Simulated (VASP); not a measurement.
Input of a VASP 6.6.1 run:

POSCAR

```
VAsIO2
1.0
    5.2930470000     -0.0000002169      0.0000000000
    2.6465232500     -6.0996721085      0.0000000000
    0.0000000000      0.0000000000     -5.1704620000
I O V As
2 4 2 2
Direct
    0.7383685793      0.5232628413      0.7500000000
    0.2616314207      0.4767371587      0.2500000000
    0.2379738030      0.0000000000      0.0000000000
    0.7620261970      0.0000000000      0.5000000000
    0.7620261970      0.0000000000      0.0000000000
    0.2379738030      0.0000000000      0.5000000000
    0.4357862779      0.1284274443      0.7500000000
    0.5642137221      0.8715725557      0.2500000000
    0.0806889230      0.8386221541      0.7500000000
    0.9193110770      0.1613778459      0.2500000000
```

The input INCAR.step1:

```
PREC = Accurate
ENCUT = 520
ISMEAR = 1
SIGMA = 0.0174
LREAL = False
LASPH = True
NELM = 100
NBANDS = 48
GGA = PE
ALGO = Normal
EDIFF = 1E-4
LWAVE = True
LCHARG = False
```

File INCAR.step2:

```
PREC = Accurate
ENCUT = 520
EDIFF = 1E-7
ISMEAR = 1
SIGMA = 0.0174
LREAL = False
LASPH = True
NELM = 100
ALGO = Normal
ISIF = 2
LWAVE = False
LCHARG = False
METAGGA = R2SCAN
LMIXTAU = True
NBANDS = 48
ISTART = 1
```

The input KPOINTS:

```
regular mesh
0
Gamma
  5 5 4
```

Potentials or basis: VASP PAW PBE potentials, release 64 (I, O, V_sv, As).

Command:

```console
$ cat potpaw_PBE.64/I/POTCAR potpaw_PBE.64/O/POTCAR potpaw_PBE.64/V_sv/POTCAR potpaw_PBE.64/As/POTCAR > POTCAR
$ cp INCAR.step1 INCAR
$ mpirun -np 1 vasp_std > vasp.out
$ cp INCAR.step2 INCAR
$ mpirun -np 1 vasp_std > vasp.out
```

Question: Estimate the largest force.

Answer: 0.072 eV/Å.

Question: Predict the pressure.

Answer: -1.6 GPa.

Question: Predict the band gap on the k mesh.

Answer: Zero (bands 37 and 38 overlap by 0.41 eV).

Forces in eV/Å, atoms in the order of the input:
```
I    0.000 -0.005  0.000
I    0.000  0.005  0.000
O   -0.005  0.000  0.000
O    0.005  0.000  0.000
O    0.005  0.000  0.000
O   -0.005  0.000  0.000
V    0.000 -0.046  0.000
V    0.000  0.046  0.000
As   0.000  0.072  0.000
As   0.000 -0.072  0.000
```

Caveat: the PAW data sets were made with another functional, which shifts forces and pressure a little; spin-orbit coupling is left out, which moves the levels of the heavy elements; the run has no spin polarisation, though such a crystal can be magnetic; semilocal functionals often make such compounds metallic where correlation or magnetic order opens a gap, which also shifts bond lengths. With open d or f shells a metallic result of r2SCAN can be an artefact of self-interaction; +U or a hybrid may open a gap.
